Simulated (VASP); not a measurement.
NaCl: relaxation of cell and atoms with r2SCAN

Crystal: NaCl.

```
Na Cl
1.0
     0.00000    2.81000    2.81000
     2.81000    0.00000    2.81000
     2.81000    2.81000    0.00000
Na Cl
1 1
Cartesian
  0.0000 0.0000 0.0000
  2.8100 2.8100 2.8100
```

```json
{
 "Program": "VASP 6.6.1",
 "Task": "relaxation of cell and atoms",
 "Functional": "r2SCAN",
 "Potentials or basis": "VASP PAW PBE potentials, release 64 (Na_pv, Cl)",
 "Cutoff": "600 eV",
 "k mesh": "8 × 8 × 8",
 "Occupations": "gaussian, width 0.02 eV",
 "Spin": "no spin polarisation",
 "Dipole correction": "no",
 "Further INCAR settings": "ALGO = Normal; EDIFF = 1e-06; IBRION = 2; EDIFFG = -0.005; NSW = 100; ISIF = 3"
}
```

* Relaxed volume: 21.88 Å³/atom
* Relaxed cell: a = 3.956 Å, b = 3.956 Å, c = 3.956 Å, α = 60.00°, β = 60.00°, γ = 60.00°
* Space group after relaxing (to 0.05 Å): Fm-3m (No. 225)
* Energy gained by relaxing: 0.5 meV/atom
* Ionic steps: 5
* Pressure after relaxing: 0.0 GPa
* Band gap on the k mesh: 6.02 eV, direct

Step by step:
```
step  energy change (eV)  largest force (eV/Å)  pressure (GPa)  volume (Å³)
   1              0.0000                0.0000           -0.39        44.38
   2             -0.0007                0.0000           -0.18        44.03
   3             -0.0008                0.0000           -0.10        43.92
   4             -0.0009                0.0000            0.05        43.69
   5             -0.0009                0.0000            0.00        43.77
```

Final structure:
```cif
data_structure
_symmetry_space_group_name_H-M 'P 1'
_symmetry_Int_Tables_number 1
_cell_length_a 3.9556
_cell_length_b 3.9556
_cell_length_c 3.9556
_cell_angle_alpha 60.000
_cell_angle_beta 60.000
_cell_angle_gamma 60.000
_cell_volume 43.77
loop_
_atom_site_label
_atom_site_type_symbol
_atom_site_fract_x
_atom_site_fract_y
_atom_site_fract_z
_atom_site_occupancy
Na1 Na 0.00000 0.00000 0.00000 1
Cl1 Cl 0.50000 0.50000 0.50000 1
```

Levels at points of the mesh, in eV from the valence-band top:
```tsv
k point	band 5	band 6	band 7	band 8	band 9	band 10
(0.00, 0.00, 0.00)	0.00	0.00	0.00	6.02	11.78	11.78
(0.50, 0.00, 0.00)	-2.00	-0.29	-0.29	7.99	11.82	11.83
(0.50, 0.50, 0.00)	-1.75	-0.63	-0.63	8.52	8.59	12.39
```

It took 3.3 min on 1 thread of Intel Xeon 6975P-C, with other jobs on the host, peak memory 0.19 GiB.

Caveat: the PAW data sets were made with another functional, which shifts forces and pressure a little. A k mesh can miss the band edges.
